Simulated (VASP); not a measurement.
# LiF: single point with LDA

LiF:

```
Li F
1.0
     2.96807    0.00000    0.00000
    -1.48404    2.57042    0.00000
     0.00000    0.00000    4.85576
Li F
2 2
Direct
  0.33333 0.66667 0.43077
  0.66667 0.33333 0.93077
  0.33333 0.66667 0.99102
  0.66667 0.33333 0.49102
```

This cell differs from its parent crystal: atoms shifted along a free coordinate, c/a of the conventional cell at fixed volume 1.6360.

```json
{"Program": "VASP 6.6.1", "Task": "single point", "Functional": "LDA", "Potentials or basis": "VASP PAW LDA potentials, release 64 (Li_sv, F)", "Cutoff": "520 eV", "k mesh": "9 × 9 × 6", "Occupations": "gaussian, width 0.05 eV", "Spin": "no spin polarisation"}
```

* Largest force: 0.415 eV/Å
* Band gap on the k mesh: 7.67 eV

Forces in eV/Å, atoms in the order of the input:
```
Li   0.000  0.000 -0.415
Li   0.000  0.000 -0.415
F    0.000  0.000  0.415
F    0.000  0.000  0.415
```

Levels at points of the mesh, in eV from the valence-band top:
```csv
k point,band 7,band 8,band 9,band 10,band 11,band 12,band 13,band 14
"(0.00, 0.00, 0.00)",-0.72,-0.44,-0.44,0.00,7.67,11.84,15.48,18.79
"(0.00, 0.00, 0.50)",-0.58,-0.58,-0.58,-0.58,9.50,9.50,17.32,17.32
```

It took 9.1 s on 1 thread of Intel(R) Xeon(R) 6975P-C (Granite Rapids), with other jobs on the host, peak memory 0.14 GiB.

Caveat: an odd mesh through Γ misses points on the zone boundary, where band edges can lie.
